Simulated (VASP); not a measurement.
# K3Na (Fm-3m) in VASP: further runs

Runs on K3Na. Level: LDA. Tasks: single point, relaxation of cell and atoms.

Program: VASP 6.6.1. These are calculated values, not measurements. Logs are shortened: lines on timing, memory, paths and dates and some standing lists are left out, and cuts for length are marked.

## 1. The cell of the first run

The structure is cubic, space group Fm-3m (No. 225). Conventional cell: a = 9.584 Å, b = 9.584 Å, c = 9.584 Å, α = 90.00°, β = 90.00°, γ = 90.00°. Within 5.4 Å of Na (site symmetry m-3m) lie 14 K at 4.15 to 4.79 Å. K (site symmetry m-3m) has 8 K at 4.15 Å and 6 Na at 4.79 Å within 5.4 Å. Within 5.4 Å of K (site symmetry -43m) lie 4 Na at 4.15 Å and 10 K at 4.15 to 4.79 Å.

## 2. Single point, LDA

Input file INCAR:

```
SYSTEM = K3Na
PREC = Accurate ; ENCUT = 500
EDIFF = 1E-6 ; ISMEAR = -1
SIGMA = 0.1 ; LREAL = .False.
LASPH = .True. ; NELM = 120
ALGO = Normal ; ISIF = 2
LWAVE = .False. ; LCHARG = .True.
LELF = .True. ; LVHAR = .True.
NBANDS = 25 ; GGA_COMPAT = .False.
```

Input file KPOINTS:

```
regular mesh
0
Gamma
  4 4 4
  0 0 0
```

Input file POSCAR:

```
K3Na
1.0
    0.0000000000      4.7921822653      4.7921822653
    4.7921822653      0.0000000000      4.7921822653
    4.7921822653      4.7921822653      0.0000000000
Na K
1 3
Direct
    0.0000000000      0.0000000000      0.0000000000
    0.5000000000      0.5000000000      0.5000000000
    0.2500000000      0.2500000000      0.2500000000
    0.7500000000      0.7500000000      0.7500000000
```

Potentials or basis: VASP PAW LDA potentials, release 64 (Na_pv, K_sv).

Started as:

```bash
> cat potpaw_LDA.64/Na_pv/POTCAR potpaw_LDA.64/K_sv/POTCAR > POTCAR
> mpirun -np 1 vasp_std > vasp.out
```

OUTCAR:

```text
SYSTEM = K3Na
   PREC = Accurate
   ENCUT = 500
   EDIFF = 1E-6
   ISMEAR = -1
   LREAL = .False.
   LASPH = .True.
   NELM = 120
   ISIF = 2

 ion  position               nearest neighbor table
   1  0.000  0.000  0.000-
   2  0.500  0.500  0.500-
   3  0.250  0.250  0.250-
   4  0.750  0.750  0.750-

  LATTYP: Found a face centered cubic cell.
 ALAT       =     9.5843645306

  Lattice vectors:

 A1 = (   0.0000000000,   4.7921822653,   4.7921822653)
 A2 = (   4.7921822653,   0.0000000000,   4.7921822653)
 A3 = (   4.7921822653,   4.7921822653,   0.0000000000)

Analysis of symmetry for initial positions (statically):
=====================================================================
 Subroutine PRICEL returns:
 Original cell was already a primitive cell.

 Routine SETGRP: Setting up the symmetry group for a
 face centered cubic supercell.

 Subroutine GETGRP returns: Found 48 space group operations
 (whereof 48 operations were pure point group operations)
 out of a pool of 48 trial point group operations.

The static configuration has the point symmetry O_h .

Analysis of symmetry for dynamics (positions and initial velocities):
=====================================================================
 Subroutine PRICEL returns:
 Original cell was already a primitive cell.

 Routine SETGRP: Setting up the symmetry group for a
 face centered cubic supercell.

 Subroutine GETGRP returns: Found 48 space group operations
 (whereof 48 operations were pure point group operations)
 out of a pool of 48 trial point group operations.

The dynamic configuration has the point symmetry O_h .

 Subroutine INISYM returns: Found 48 space group operations
 (whereof 48 operations are pure point group operations),
 and found     1 'primitive' translations

----------------------------------------------------------------------------------------

                                     Primitive cell

  volume of cell :     220.1050

  direct lattice vectors                    reciprocal lattice vectors
     0.000000000  4.792182265  4.792182265    -0.104336599  0.104336599  0.104336599
     4.792182265  0.000000000  4.792182265     0.104336599 -0.104336599  0.104336599
     4.792182265  4.792182265  0.000000000     0.104336599  0.104336599 -0.104336599

  length of vectors
     6.777169153  6.777169153  6.777169153     0.180716291  0.180716291  0.180716291

  position of ions in fractional coordinates (direct lattice)
     0.000000000  0.000000000  0.000000000
     0.500000000  0.500000000  0.500000000
     0.250000000  0.250000000  0.250000000
     0.750000000  0.750000000  0.750000000

  ion indices of the primitive-cell ions
   primitive index   ion index
                 1           1
                 2           2
                 3           3
                 4           4

----------------------------------------------------------------------------------------

 KPOINTS: regular mesh

Automatic generation of k-mesh.
 Grid dimensions read from file:
 generate k-points for:    4    4    4

 Generating k-lattice:

  Cartesian coordinates                     Fractional coordinates (reciprocal lattice)
    -0.026084150  0.026084150  0.026084150     0.250000000  0.000000000  0.000000000
     0.026084150 -0.026084150  0.026084150     0.000000000  0.250000000  0.000000000
     0.026084150  0.026084150 -0.026084150     0.000000000  0.000000000  0.250000000

  Length of vectors
     0.045179073  0.045179073  0.045179073

  Shift w.r.t. Gamma in fractional coordinates (k-lattice)
     0.000000000  0.000000000  0.000000000

 Subroutine IBZKPT returns following result:
 ===========================================

 Found      8 irreducible k-points:

 Following reciprocal coordinates:
            Coordinates               Weight
  0.000000  0.000000  0.000000      1.000000
  0.250000  0.000000  0.000000      8.000000
  0.500000  0.000000  0.000000      4.000000
  0.250000  0.250000  0.000000      6.000000
  0.500000  0.250000  0.000000     24.000000
 -0.250000  0.250000  0.000000     12.000000
  0.500000  0.500000  0.000000      3.000000
 -0.250000  0.500000  0.250000      6.000000
   k-points           NKPTS =      8   k-points in BZ     NKDIM =      8   number of bands    NBANDS=     25
   number of dos      NEDOS =    301   number of ions     NIONS =      4
   total plane-waves  NPLWV = 125000
   dimension x,y,z NGX =    50 NGY =   50 NGZ =   50
   dimension x,y,z NGXF=   100 NGYF=  100 NGZF=  100
   ions per type =               1   3
   NGX,Y,Z   is equivalent  to a cutoff of  12.27, 12.27, 12.27 a.u.
   NGXF,Y,Z  is equivalent  to a cutoff of  24.53, 24.53, 24.53 a.u.
 SYSTEM =  K3Na
   PREC   = accura    normal or accurate (medium, high low for compatibility)
   ISTART =      0    job   : 0-new  1-cont  2-samecut
   ICHARG =      2    charge: 1-file 2-atom 10-const
   ISPIN  =      1    spin polarized calculation?
   LNONCOLLINEAR =      F non collinear calculations
   LSORBIT =      F    spin-orbit coupling
   LASPH  =      T    aspherical Exc in radial PAW
   ENCUT  =  500.0 eV  36.75 Ry    6.06 a.u.  12.36 12.36 12.36*2*pi/ulx,y,z
   NELM   =    120;   NELMIN=  2; NELMDL= -5     # of ELM steps
   EDIFF  = 0.1E-05   stopping-criterion for ELM
   LREAL  =      F    real-space projection
   EDIFFG = 0.1E-04   stopping-criterion for IOM
   NSW    =      0    number of steps for IOM
   IBRION =     -1    ionic relax: 0-MD 1-quasi-New 2-CG
   NFREE  =      0    steps in history (QN), initial steepest desc. (CG)
   ISIF   =      2    stress and relaxation
   ISYM   =      2    0-nonsym 1-usesym 2-fastsym
   POTIM  = 0.5000    time-step for ionic-motion
   TEBEG  =    0.0;   TEEND  =   0.0 temperature during run
   PSTRESS=    0.0 pullay stress
   NELECT =      34.0000    total number of electrons
   NUPDOWN=      -1.0000    fix difference up-down
   EMIN   =  10.00;   EMAX   =-10.00  energy-range for DOS
   EFERMI =   0.00;   METHOD = LEGACY
   ISMEAR =    -1;   SIGMA  =   0.10  broadening in eV -4-tet -1-fermi 0-gaus
   EFERMI_NEDOS =   21; number of points for ismear=-14 and -15
   IALGO  =     38    algorithm
   IMIX   =      4    mixing-type and parameters
     AMIX     =   0.40;   BMIX     =  1.00
     AMIX_MAG =   1.60;   BMIX_MAG =  1.00
  volume/ion in A,a.u.               =      55.03       371.34
  Fermi-wavevector in a.u.,A,eV,Ry     =   0.878398  1.659931 10.498015  0.771582
  Thomas-Fermi vector in A             =   1.998478
   LORBIT       =      0    0 simple, 1 ext, 2 COOP (PROOUT), +10 PAW based schemes
   GGA     = CA    functional components
   LHFCALC =     F    Hartree Fock is set to
   AEXX    =    0.0000 exact exchange contribution
   IVDW    =     0    specifies the selected vdW correction
   LEPSILON=     F    determine dielectric tensor
   LRPA    =     F    only Hartree local field effects (RPA)
 non-spin polarized calculation
  energy-cutoff  :      500.00
  volume of cell :      220.11
 maximum number of plane-waves:      5609
 NGX is ok and might be reduce to    50
   NGX = 25   NGY = 25   NGZ = 25

 number of electron      33.9999993 magnetization

 Free energy of the ion-electron system (eV)
  ---------------------------------------------------
  ext. energy  EPLUGINS =         0.00000000
  ---------------------------------------------------
  free energy    TOTEN  =        -4.93407299 eV

  energy without entropy =       -4.84696521  energy(sigma->0) =       -4.89051910

 E-fermi :   0.0918     XC(G=0):  -6.4374

 val. band max:       -0.0411398125   @ k =  -0.2500   0.2500   0.0000
 cond. band min:       0.1745696855   @ k =  -0.2500   0.2500   0.0000
 fundamental gap:      0.2157094980
 Fermi energy:         0.0918182746

 k-point     1 :       0.0000    0.0000    0.0000
  band No.  band energies     occupation
      1     -31.6668      2.00000
      2     -31.5386      2.00000
      3     -31.5363      2.00000
      4     -24.9313      2.00000
      5     -24.9313      2.00000
      6     -24.9313      2.00000
[... 17 lines left out ...]
     24       2.1466      0.00000
     25       3.1137      0.00000

 k-point     2 :       0.2500    0.0000    0.0000
  band No.  band energies     occupation
      1     -31.6665      2.00000
      2     -31.5384      2.00000
      3     -31.5367      2.00000
      4     -24.9313      2.00000
      5     -24.9313      2.00000
      6     -24.9313      2.00000
[... 17 lines left out ...]
     24       2.5028      0.00000
     25       3.2489      0.00000

 k-point     3 :       0.5000    0.0000    0.0000
  band No.  band energies     occupation
      1     -31.6662      2.00000
      2     -31.5378      2.00000
      3     -31.5376      2.00000
      4     -24.9313      2.00000
      5     -24.9313      2.00000
      6     -24.9313      2.00000
[... 17 lines left out ...]
     24       3.0570      0.00000
     25       3.0570      0.00000

 k-point     4 :       0.2500    0.2500    0.0000
  band No.  band energies     occupation
      1     -31.6664      2.00000
      2     -31.5385      2.00000
      3     -31.5368      2.00000
      4     -24.9313      2.00000
      5     -24.9313      2.00000
      6     -24.9313      2.00000
[... 17 lines left out ...]
     24       2.8973      0.00000
     25       4.0635      0.00000

 k-point     5 :       0.5000    0.2500    0.0000
  band No.  band energies     occupation
      1     -31.6661      2.00000
      2     -31.5381      2.00000
      3     -31.5374      2.00000
      4     -24.9313      2.00000
      5     -24.9313      2.00000
      6     -24.9313      2.00000
[... 17 lines left out ...]
     24       3.2175      0.00000
     25       3.3466      0.00000

 k-point     6 :      -0.2500    0.2500    0.0000
  band No.  band energies     occupation
      1     -31.6662      2.00000
      2     -31.5382      2.00000
      3     -31.5373      2.00000
      4     -24.9313      2.00000
      5     -24.9313      2.00000
      6     -24.9313      2.00000
[... 17 lines left out ...]
     24       2.8700      0.00000
     25       3.4836      0.00000

 k-point     7 :       0.5000    0.5000    0.0000
  band No.  band energies     occupation
      1     -31.6660      2.00000
      2     -31.5384      2.00000
      3     -31.5373      2.00000
      4     -24.9313      2.00000
      5     -24.9313      2.00000
      6     -24.9313      2.00000
[... 17 lines left out ...]
     24       3.4933      0.00000
     25       3.7012      0.00000

 k-point     8 :      -0.2500    0.5000    0.2500
  band No.  band energies     occupation
      1     -31.6660      2.00000
      2     -31.5378      2.00000
      3     -31.5378      2.00000
      4     -24.9313      2.00000
      5     -24.9313      2.00000
      6     -24.9313      2.00000
[... 17 lines left out ...]
     24       3.5578      0.00000
     25       3.8186      0.00000

------------------------ aborting loop because EDIFF is reached ----------------------------------------

  FORCE on cell =-STRESS in cart. coord.  units (eV):
  Direction    XX          YY          ZZ          XY          YZ          ZX
  --------------------------------------------------------------------------------------
  -------------------------------------------------------------------------------------
  Total        0.0126169      0.0126169      0.0126169      0.0000000      0.0000000     -0.0000000
  in kB        0.0918405      0.0918405      0.0918405      0.0000000      0.0000000     -0.0000000
  external PRESSURE =       0.0918405 kB  Pullay stress =       0.0000000 kB

 VOLUME and BASIS-vectors are now :
 -----------------------------------------------------------------------------
  energy-cutoff  :      500.00
  volume of cell :      220.11
      direct lattice vectors                 reciprocal lattice vectors
     0.000000000  4.792182265  4.792182265    -0.104336599  0.104336599  0.104336599
     4.792182265  0.000000000  4.792182265     0.104336599 -0.104336599  0.104336599
     4.792182265  4.792182265  0.000000000     0.104336599  0.104336599 -0.104336599

 POSITION                                       TOTAL-FORCE (eV/Angst)
 -----------------------------------------------------------------------------------
      0.00000      0.00000      0.00000        -0.000000      0.000000     -0.000000
      4.79218      4.79218      4.79218        -0.000000      0.000000     -0.000000
      2.39609      2.39609      2.39609         0.000000      0.000000      0.000000
      7.18827      7.18827      7.18827        -0.000000     -0.000000     -0.000000
 -----------------------------------------------------------------------------------
    total drift:                               -0.000000     -0.000000     -0.000000

  FREE ENERGIE OF THE ION-ELECTRON SYSTEM (eV)
  ---------------------------------------------------
  free  energy   TOTEN  =        -4.9340729858 eV

  energy  without entropy=       -4.8469652058  energy(sigma->0) =       -4.89051910
```

Wall time 38 s (1 thread of Intel Xeon Platinum 8259CL at 2.50GHz (Skylake/Cascade Lake), shared host); peak memory 0.27 GiB.

Results:

* Free energy: -4.9341 eV
* Pressure: 0.0 GPa
* Band gap on the k mesh: zero (bands 17 and 18 overlap by 1.78 eV)

## 3. Relaxation of cell and atoms, LDA

This run uses another cell than the first one, of 65.35 Å³/atom.

Input file INCAR:

```
SYSTEM = K3Na
PREC = Accurate
ENCUT = 500
EDIFF = 1E-7
ISMEAR = -1
SIGMA = 0.1
LREAL = .False.
LASPH = .True.
NELM = 120
ALGO = Normal
ISIF = 3
LWAVE = .False.
LCHARG = .False.
GGA = CA
IBRION = 2
NSW = 80
EDIFFG = -0.03
GGA_COMPAT = .False.
NELMIN = 4
```

KPOINTS is that of step 2.

Input file POSCAR:

```
K3Na
1.0
    0.0000000000      5.0750000000      5.0750000000
    5.0750000000      0.0000000000      5.0750000000
    5.0750000000      5.0750000000      0.0000000000
Na K
1 3
Direct
    0.0000000000      0.0000000000      0.0000000000
    0.5000000000      0.5000000000      0.5000000000
    0.2500000000      0.2500000000      0.2500000000
    0.7500000000      0.7500000000      0.7500000000
```

Potentials or basis: VASP PAW LDA potentials, release 64 (Na_pv, K_sv).

Started as:

```bash
> cat potpaw_LDA.64/Na_pv/POTCAR potpaw_LDA.64/K_sv/POTCAR > POTCAR
> mpirun -np 1 vasp_std > vasp.out
```

It took 2.6 min on 1 thread of Intel Xeon Platinum 8259CL at 2.50GHz (Skylake/Cascade Lake), shared host; peak memory 0.33 GiB.

The run converged. Its results:

```yaml
Free_energy: -4.9370 eV
Relaxed_volume: 55.03 Å³/atom
Relaxed_cell: a = 6.777 Å, b = 6.777 Å, c = 6.777 Å, α = 60.00°, β = 60.00°, γ = 60.00°
Space_group_after_relaxing_to_0.1_Å: Fm-3m (No. 225)
Energy_gained_by_relaxing: 23.0 meV/atom
Ionic_steps: 4
Pressure_after_relaxing: 0.0 GPa
Band_gap_on_the_k_mesh: zero (bands 17 and 18 overlap by 1.78 eV)
```

Step by step:
```csv
step,energy change (eV),largest force (eV/Å),pressure (GPa),volume (Å³)
1,0.0000,0.0000,-0.64,261.42
2,-0.0358,0.0000,-0.53,251.64
3,-0.0886,0.0000,-0.15,227.93
4,-0.0919,0.0000,0.02,220.12
```

Final structure:
```cif
data_structure
_symmetry_space_group_name_H-M 'P 1'
_symmetry_Int_Tables_number 1
_cell_length_a 6.7773
_cell_length_b 6.7773
_cell_length_c 6.7773
_cell_angle_alpha 60.000
_cell_angle_beta 60.000
_cell_angle_gamma 60.000
_cell_volume 220.12
loop_
_atom_site_label
_atom_site_type_symbol
_atom_site_fract_x
_atom_site_fract_y
_atom_site_fract_z
_atom_site_occupancy
Na1 Na 0.00000 0.00000 0.00000 1
K1 K 0.50000 0.50000 0.50000 1
K2 K 0.25000 0.25000 0.25000 1
K3 K 0.75000 0.75000 0.75000 1
```

Levels at points of the mesh, in eV from the Fermi level:
| k point | band 13 | band 14 | band 15 | band 16 | band 17 | band 18 | band 19 | band 20 | band 21 |
| --- | --- | --- | --- | --- | --- | --- | --- | --- | --- |
| (0.00, 0.00, 0.00) | -15.33 | -15.33 | -15.33 | -2.57 | 1.45 | 1.45 | 1.45 | 1.95 | 2.05 |
| (0.50, 0.00, 0.00) | -15.35 | -15.34 | -15.34 | -1.28 | -1.15 | 1.23 | 1.23 | 1.79 | 1.79 |
| (0.50, 0.50, 0.00) | -15.34 | -15.34 | -15.34 | -0.89 | -0.75 | 0.38 | 0.75 | 0.88 | 0.88 |

Caveat: the volume moved by over 15 % at a fixed basis, so the end points are rough.

The gap in the log of VASP goes by the Fermi energy; the results here count the filled bands.